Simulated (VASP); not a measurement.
A run of VASP 6.6.1 is set up as follows.

File INCAR:

```
PREC = Accurate
ENCUT = 520
EDIFF = 1E-6
ISMEAR = 0
SIGMA = 0.15
LREAL = F
LASPH = T
NELM = 60
ALGO = Normal
ISIF = 2
LWAVE = F
LCHARG = F
GGA = PE
NBANDS = 14
```

The input KPOINTS:

```
Automatic mesh
0
Gamma
  18 18 10
```

POSCAR

```
TiAl
1.0
    2.9890000000      0.0000000000      0.0000000000
   -1.4945000000      2.5885499319      0.0000000000
    0.0000000000      0.0000000000      4.7414000000
Ti Al
1 1
Direct
    0.0000000000      0.0000000000      0.0000000000
    0.3333333333      0.6666666667      0.5000000000
```

Potentials or basis: VASP PAW PBE potentials, release 64 (Ti_sv, Al).

Run with:

```sh
$ cat potpaw_PBE.64/Ti_sv/POTCAR potpaw_PBE.64/Al/POTCAR > POTCAR
$ mpirun -np 1 vasp_std > vasp.out
```

(1) What does it give for the band gap on the k mesh?

(2) Predict the pressure.

## Answers

(1) zero (an odd number of electrons rules out a gap without spin polarisation).

(2) -8.1 GPa.

Caveat: the cell stands under tension.
